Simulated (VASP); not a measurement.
Runs of VASP 6.6.1 on NiO. Symmetry: Fm-3m, No. 225, cubic system. The conventional cell has a = 4.172 Å, b = 4.172 Å, c = 4.172 Å, α = 90.00°, β = 90.00°, γ = 90.00°. Ni (site symmetry m-3m) has 6 O at 2.09 Å within 2.8 Å. O (site symmetry m-3m) has 6 Ni at 2.09 Å within 2.8 Å. 

| U | gap on the mesh (eV) | pressure (GPa) | moment (μB) |
| --- | --- | --- | --- |
| Ni d U = 5.0 eV | (c) | -5.4 | 2.00 |
| Ni d U = 3.0 eV | 0.61 | -3.7 | (b) |
| Ni d U = 1.0 eV | (a) | -4.0 | 1.82 |
| Ni d U = 7.0 eV | 2.72 | -8.0 | 2.00 |

Alike in all rows: task single point; level PBEsol+U; potentials or basis VASP PAW PBE potentials, release 64 (Ni, O); spin collinear, ferromagnetic start; cell as given; k mesh 12 × 12 × 12; cutoff (eV) 520; smearing fermi-dirac 0.15 eV.

Problem. Estimate the missing entries.

Solution. (a) none; (b) 1.99; (c) 1.65.

Caveats: the PAW data sets were made with another functional, which shifts forces and pressure a little; a cell with one magnetic atom can't hold antiferromagnetic order, which such compounds often take.

A k mesh can miss the band edges.
